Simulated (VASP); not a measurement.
# Y2SiC (P4/mmm) in VASP: notebook, part 2 of 2

VASP 6.6.1. The steps go on from the part before.

## (3) Single point, PBE

This run uses another cell than the first one, of 21.72 Å³/atom, 1.025 times its volume.

Contents of INCAR:

```
PREC = Accurate ; ENCUT = 520
EDIFF = 1E-6 ; ISMEAR = 0
SIGMA = 0.1 ; LREAL = False
LASPH = True ; NELM = 60
ALGO = Normal ; ISIF = 2
LWAVE = False ; LCHARG = False
GGA = PE ; NBANDS = 23
```

Contents of KPOINTS:

```
regular mesh
0
Gamma
  10 10 14
```

Contents of POSCAR:

```
Y2SiC
1.0
    4.9080175644      0.0000000000      0.0000000000
    0.0000000000      4.9080175644      0.0000000000
    0.0000000000      0.0000000000      3.6064824587
Y Si C
2 1 1
Direct
    0.5000000000      0.0000000000      0.0000000000
    0.0000000000      0.5000000000      0.0000000000
    0.5000000000      0.5000000000      0.5000000000
    0.0000000000      0.0000000000      0.0000000000
```

Potentials or basis: VASP PAW PBE potentials, release 64 (Y_sv, Si, C).

On the command line:

```console
$ cat potpaw_PBE.64/Y_sv/POTCAR potpaw_PBE.64/Si/POTCAR potpaw_PBE.64/C/POTCAR > POTCAR
$ mpirun -np 1 vasp_std > vasp.out
```

OUTCAR:

```text
PREC = Accurate
   ENCUT = 520
   EDIFF = 1E-6
   ISMEAR = 0
   LREAL = False
   LASPH = True
   NELM = 60
   ISIF = 2
   GGA = PE

 ion  position               nearest neighbor table
   1  0.500  0.000  0.000-   4 2.45   4 2.45   3 3.05   3 3.05   3 3.05   3 3.05   2 3.47   2 3.47
                             2 3.47   2 3.47
   2  0.000  0.500  0.000-   4 2.45   4 2.45   3 3.05   3 3.05   3 3.05   3 3.05   1 3.47   1 3.47
                             1 3.47   1 3.47
   3  0.500  0.500  0.500-   1 3.05   2 3.05   1 3.05   2 3.05   1 3.05   1 3.05   2 3.05   2 3.05

   4  0.000  0.000  0.000-   1 2.45   2 2.45   2 2.45   1 2.45

  LATTYP: Found a simple tetragonal cell.
 ALAT       =     4.9080175644
 C/A-ratio  =     0.7348144972

  Lattice vectors:

 A1 = (   4.9080175644,   0.0000000000,   0.0000000000)
 A2 = (   0.0000000000,   4.9080175644,   0.0000000000)
 A3 = (   0.0000000000,   0.0000000000,   3.6064824587)

Analysis of symmetry for initial positions (statically):
=====================================================================
 Subroutine PRICEL returns:
 Original cell was already a primitive cell.

 Routine SETGRP: Setting up the symmetry group for a
 simple tetragonal supercell.

 Subroutine GETGRP returns: Found 16 space group operations
 (whereof 16 operations were pure point group operations)
 out of a pool of 16 trial point group operations.

The static configuration has the point symmetry D_4h.

Analysis of symmetry for dynamics (positions and initial velocities):
=====================================================================
 Subroutine PRICEL returns:
 Original cell was already a primitive cell.

 Routine SETGRP: Setting up the symmetry group for a
 simple tetragonal supercell.

 Subroutine GETGRP returns: Found 16 space group operations
 (whereof 16 operations were pure point group operations)
 out of a pool of 16 trial point group operations.

The dynamic configuration has the point symmetry D_4h.

[... 115 lines left out ...]
   EMIN   =  10.00;   EMAX   =-10.00  energy-range for DOS
   EFERMI =   0.00;   METHOD = LEGACY
   ISMEAR =     0;   SIGMA  =   0.10  broadening in eV -4-tet -1-fermi 0-gaus
   EFERMI_NEDOS =   21; number of points for ismear=-14 and -15
   IALGO  =     38    algorithm
   IMIX   =      4    mixing-type and parameters
     AMIX     =   0.40;   BMIX     =  1.00
     AMIX_MAG =   1.60;   BMIX_MAG =  1.00
  volume/ion in A,a.u.               =      21.72       146.57
  Fermi-wavevector in a.u.,A,eV,Ry     =   1.148550  2.170445 17.948358  1.319167
  Thomas-Fermi vector in A             =   2.285224
   LORBIT       =      0    0 simple, 1 ext, 2 COOP (PROOUT), +10 PAW based schemes
   GGA     = PE    functional components
   LHFCALC =     F    Hartree Fock is set to
   AEXX    =    0.0000 exact exchange contribution
   IVDW    =     0    specifies the selected vdW correction
   LEPSILON=     F    determine dielectric tensor
   LRPA    =     F    only Hartree local field effects (RPA)
 non-spin polarized calculation
 Gauss-broadening in eV      SIGMA  =   0.10
  energy-cutoff  :      520.00
  volume of cell :       86.88
 maximum number of plane-waves:      2358
 NGX is ok and might be reduce to    40
   NGX = 19   NGY = 19   NGZ = 13

 number of electron      29.9999997 magnetization

 Free energy of the ion-electron system (eV)
  ---------------------------------------------------
  ext. energy  EPLUGINS =         0.00000000
  ---------------------------------------------------
  free energy    TOTEN  =       -27.13949221 eV

  energy without entropy =      -27.12326323  energy(sigma->0) =      -27.13137772

 E-fermi :   3.6252     XC(G=0):  -9.9073

 val. band max:        3.6251464552   @ k =   0.2000   0.1000   0.0714
 cond. band min:       3.6254847441   @ k =   0.5000   0.5000   0.0714
 fundamental gap:      0.0003382889
 Fermi energy:         3.6251949159

 k-point     1 :       0.0000    0.0000    0.0000
  band No.  band energies     occupation
      1     -38.2346      2.00000
      2     -38.1650      2.00000
      3     -18.4384      2.00000
      4     -18.4384      2.00000
      5     -18.2306      2.00000
      6     -18.1464      2.00000
[... 613 lines left out ...]
     22       8.2611      0.00000
     23       8.8066      0.00000

 [... further k-points ...]
[... 5 lines left out ...]
  --------------------------------------------------------------------------------------
  -------------------------------------------------------------------------------------
  Total       -0.0494675     -0.0494675     -0.0327931      0.0000000     -0.0000000      0.0000000
  in kB       -0.9122935     -0.9122935     -0.6047795      0.0000000     -0.0000000      0.0000000
  external PRESSURE =      -0.8097888 kB  Pullay stress =       0.0000000 kB

 VOLUME and BASIS-vectors are now :
 -----------------------------------------------------------------------------
  energy-cutoff  :      520.00
  volume of cell :       86.88
      direct lattice vectors                 reciprocal lattice vectors
     4.908017564  0.000000000  0.000000000     0.203748252  0.000000000  0.000000000
     0.000000000  4.908017564  0.000000000     0.000000000  0.203748252  0.000000000
     0.000000000  0.000000000  3.606482459     0.000000000  0.000000000  0.277278487

 POSITION                                       TOTAL-FORCE (eV/Angst)
 -----------------------------------------------------------------------------------
      2.45401      0.00000      0.00000         0.000000      0.000000      0.000000
      0.00000      2.45401      0.00000         0.000000      0.000000      0.000000
      2.45401      2.45401      1.80324         0.000000      0.000000      0.000000
      0.00000      0.00000      0.00000         0.000000      0.000000      0.000000
 -----------------------------------------------------------------------------------
    total drift:                                0.000000      0.000000     -0.000000

  FREE ENERGIE OF THE ION-ELECTRON SYSTEM (eV)
  ---------------------------------------------------
  free  energy   TOTEN  =       -27.1394922139 eV

  energy  without entropy=      -27.1232632289  energy(sigma->0) =      -27.13137772
```

OSZICAR:

```text
N       E                     dE             d eps       ncg     rms          rms(c)
DAV:   1     0.120678061364E+03    0.12068E+03   -0.14485E+04  7728   0.123E+03
DAV:   2    -0.192526448977E+02   -0.13993E+03   -0.13247E+03  9425   0.271E+02
DAV:   3    -0.306504415517E+02   -0.11398E+02   -0.11216E+02 13184   0.512E+01
DAV:   4    -0.312426517860E+02   -0.59221E+00   -0.59115E+00 10438   0.114E+01
DAV:   5    -0.312572380506E+02   -0.14586E-01   -0.14585E-01 11651   0.168E+00    0.411E+01
DAV:   6    -0.298922068461E+02    0.13650E+01   -0.73383E+01  9152   0.207E+01    0.290E+01
DAV:   7    -0.271607744605E+02    0.27314E+01   -0.92390E+00  9154   0.919E+00    0.271E+01
DAV:   8    -0.275854074422E+02   -0.42463E+00   -0.30948E+00 11108   0.657E+00    0.590E+00
DAV:   9    -0.272048412307E+02    0.38057E+00   -0.49866E+00  9952   0.500E+00    0.413E+00
DAV:  10    -0.271567283272E+02    0.48113E-01   -0.15800E-01  9465   0.153E+00    0.248E+00
DAV:  11    -0.271417511568E+02    0.14977E-01   -0.47617E-02 10767   0.696E-01    0.685E-01
DAV:  12    -0.271398931835E+02    0.18580E-02   -0.64204E-03 11288   0.282E-01    0.249E-01
DAV:  13    -0.271395413439E+02    0.35184E-03   -0.14379E-03 10639   0.141E-01    0.107E-01
DAV:  14    -0.271395123946E+02    0.28949E-04   -0.12486E-04 11407   0.510E-02    0.841E-02
DAV:  15    -0.271394923550E+02    0.20040E-04   -0.34094E-05  9362   0.282E-02    0.106E-02
DAV:  16    -0.271394922139E+02    0.14110E-06   -0.31435E-06  8577   0.718E-03
   1 F= -.27139492E+02 E0= -.27131378E+02  d E =-.162290E-01
```

Run time: 4.9 min. Hardware: 1 thread of AMD EPYC 7R13 (Zen 3), shared host; peak memory 0.44 GiB.

What came out:

```
Free energy            : -27.1395 eV
Pressure               : -0.1 GPa
Band gap on the k mesh : zero (band 15 reaches 4.43 eV, above the bottom of band 16 at 2.66 eV)
```
